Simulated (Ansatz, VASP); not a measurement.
One calculation of ZrSi4Ru, two programs

```xyz
6
Lattice="4.1731 0.0000 0.0000 -2.0865 3.6140 0.0000 0.0000 0.0000 5.9211" Properties=species:S:1:pos:R:3 pbc="T T T"
Zr    0.0000    0.0000    2.9606
Si    0.0000    2.4093    4.6885
Si    0.0000    2.4093    1.2327
Si    2.0865    1.2047    1.2327
Si    2.0865    1.2047    4.6885
Ru    0.0000    0.0000    0.0000
```

Alike in both runs: functional PBE; k mesh 6 × 6 × 2; occupations gaussian, width 0.1 eV; no spin polarisation.

Ansatz relaxed the structure, and its values are those at the end. VASP's run is a single point on that final structure, the one shown.

```csv
,VASP,Ansatz
version,VASP 6.6.1,Ansatz 0.2.0
potentials or method,"VASP PAW PBE potentials, release 64 (Zr_sv, Si, Ru_pv), cutoff 520 eV","scalar-relativistic, plane waves, PAW"
valence electrons in the cell,42,44
```

|  | VASP | Ansatz | Ansatz less VASP |
| --- | --- | --- | --- |
| gap on the k mesh at the Fermi level (eV) | none | none | - |
| pressure (GPa) | 0.0 | 0.1 | +0.07 |
| rms of the force components (eV/Å) | 0.004 | 0.001 | -0.0025 |

A gap of «none» marks a metal or a gap that the smearing closes. VASP's potentials hold 42 valence electrons a cell and Ansatz's 44, so a difference there can come from the potentials and not from the codes.

The k mesh is coarse, so the values compare programs but aren't converged.
